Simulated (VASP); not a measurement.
A run of VASP 6.6.1 is set up as follows.

File INCAR:

```
SYSTEM = NaH12ClO6
  ALGO = Normal
  EDIFF = 1E-6
  ENCUT = 840
  GGA = PS
  GGA_COMPAT = .FALSE.
  ISIF = 2
  ISMEAR = -1
  LASPH = .TRUE.
  LCHARG = .FALSE.
  LREAL = Auto
  LWAVE = .FALSE.
  NBANDS = 48
  NELM = 120
  PREC = Accurate
  SIGMA = 0.05
```

File KPOINTS:

```
k-points
0
G
  1 1 1
  0 0 0
```

The input POSCAR:

```
NaH12ClO6
1.0
    6.6282230000      0.0000000000      0.0000000000
    0.0000000000      6.6282230000      0.0000000000
    0.0000000000      0.0000000000      6.6282230000
O H Na Cl
6 12 1 1
Direct
    0.1291260707      0.6703512215      0.6605327600
    0.5460768193      0.8809783935      0.9134610820
    0.3504626954      0.7162555749      0.2644904852
    0.7508039752      0.5389847956      1.1368643880
    0.7944113709      0.2155595732      0.3706610460
    0.3293379593      0.3250929199      0.6753188751
    0.1010339851      0.7589728575      0.7777054918
    0.2123854243      0.7475663164      0.5659896183
    0.4912715463      1.0061262317      0.8594201090
    0.6908497444      0.9105079550      0.9357371847
    0.2167675587      0.7566343068      0.2108643924
    0.4402883727      0.7771230502      0.1608848842
    0.8366270419      0.6633045973      1.1221508268
    0.6959478247      0.5192530163      1.0019272443
    0.8316729764      0.3221484118      0.2721108440
    0.8364349115      0.0909826326      0.3011156669
    0.2547976828      0.4565322720      0.6957834180
    0.2205056984      0.2257902110      0.6777473413
    0.5042578819      0.4202114440      0.3882093719
    0.9918181601     -0.0831281813      0.0545481701
```

Potentials or basis: VASP PAW PBE potentials, release 64 (O, H, Na_sv, Cl).

Command:

```console
$ cat potpaw_PBE.64/O/POTCAR potpaw_PBE.64/H/POTCAR potpaw_PBE.64/Na_sv/POTCAR potpaw_PBE.64/Cl/POTCAR > POTCAR
$ mpirun -np 1 vasp_gam > vasp.out
```

Problem. Predict the pressure.

Solution. -0.3 GPa.

Problem. Estimate the largest force.

Solution. 0.137 eV/Å.

Stress tensor (GPa, compression positive):
```
 0.17  0.03  0.24
 0.03 -0.31  0.29
 0.24  0.29 -0.73
```

Caveat: the k points lie up to 0.95 Å⁻¹ apart, too coarse for converged energies, forces and pressures; the PAW data sets were made with another functional, which shifts forces and pressure a little.
